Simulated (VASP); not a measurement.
Write the native input for VASP 6.6.1 that does the following.

```
Task                   : single point
Functional             : PBE
Potentials or basis    : VASP PAW PBE potentials, release 64 (In_d, Ga_d, Pb_d)
Cutoff                 : 520 eV
k mesh                 : 6 × 6 × 6
Occupations            : gaussian, width 0.1 eV
Spin                   : no spin polarisation
Dipole correction      : no
Further INCAR settings : ALGO = Fast; EDIFF = 1e-06; NBANDS = 42
```

The structure of InGaPb3 lies in POSCAR:

```
InGaPb3
1.0
    5.8165003561      0.0000000000      0.0000000000
    0.0000000000      5.8165003561      0.0000000000
    0.0000000000      0.0000000000      5.8165003561
In Ga Pb
1 1 3
Direct
    0.5000000000      0.5000000000      0.5000000000
    0.0000000000      0.0000000000      0.0000000000
    0.0000000000      0.5000000000      0.5000000000
    0.5000000000      0.0000000000      0.5000000000
    0.5000000000      0.5000000000      0.0000000000
```

These files were run (other wordings do the same):

INCAR

```
SYSTEM = InGaPb3
  ALGO = Fast
  EDIFF = 1E-6
  ENCUT = 520
  GGA = PE
  ISIF = 2
  ISMEAR = 0
  LASPH = .True.
  LCHARG = .False.
  LREAL = .False.
  LWAVE = .False.
  NBANDS = 42
  NELM = 80
  PREC = Accurate
  SIGMA = 0.1
```

KPOINTS

```
k-points
0
Gamma
  6 6 6
  0 0 0
```

Potentials or basis: VASP PAW PBE potentials, release 64 (In_d, Ga_d, Pb_d).

Launch:

```sh
$ cat potpaw_PBE.64/In_d/POTCAR potpaw_PBE.64/Ga_d/POTCAR potpaw_PBE.64/Pb_d/POTCAR > POTCAR
$ mpirun -np 1 vasp_std > vasp.out
```

It gave:

```
Pressure               : 0.0 GPa
Band gap on the k mesh : zero (band 34 reaches 6.12 eV, above the bottom of band 35 at 3.64 eV)
```

Caveat: spin-orbit coupling is left out, which moves the levels of the heavy elements.

Wall time 3.6 min on 1 thread of Intel(R) Xeon(R) Platinum 8488C (Sapphire Rapids), on a shared host, peak memory 0.42 GiB.
